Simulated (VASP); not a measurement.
InSb: single point with PBEsol

InSb:

```
In Sb
1.0
     0.00000    3.12989    3.12989
     3.12989    0.00000    3.12989
     3.12989    3.12989    0.00000
In Sb
1 1
Direct
  0.00000 0.00000 0.00000
  0.75000 0.75000 0.75000
```

- Program: VASP 6.6.1
- Task: single point
- Functional: PBEsol
- Potentials or basis: VASP PAW PBE potentials, release 64 (In_d, Sb)
- Cutoff: 520 eV
- k mesh: 12 × 12 × 12
- Occupations: fermi-dirac, width 0.1 eV
- Spin: no spin polarisation

```json
{
  "Pressure": "7.0 GPa",
  "Band gap on the k mesh": "0.34 eV"
}
```

Levels at points of the mesh, in eV from the valence-band top:
```
           k point  band 5  band 6  band 7  band 8  band 9  band 10  band 11  band 12  band 13  band 14
(0.00, 0.00, 0.00)  -14.69  -11.46    0.00    0.00    0.00     0.34     2.90     2.90     2.90     5.65
(0.50, 0.00, 0.00)  -14.69   -9.81   -6.19   -1.19   -1.19     0.66     3.77     3.77     5.85     8.75
(0.50, 0.50, 0.00)  -14.68   -9.06   -6.43   -2.65   -2.65     1.05     1.17     8.74     8.74     9.43
```

It took 42 s on 1 thread of AMD EPYC 9R45 96-Core Processor (Zen 5), on a shared host, peak memory 0.21 GiB.

Caveat: the cell stands under pressure; semilocal functionals underestimate gaps, and a narrow one can read as zero; the PAW data sets were made with another functional, which shifts forces and pressure a little; spin-orbit coupling is left out, which moves the levels of the heavy elements. A k mesh can miss the band edges.
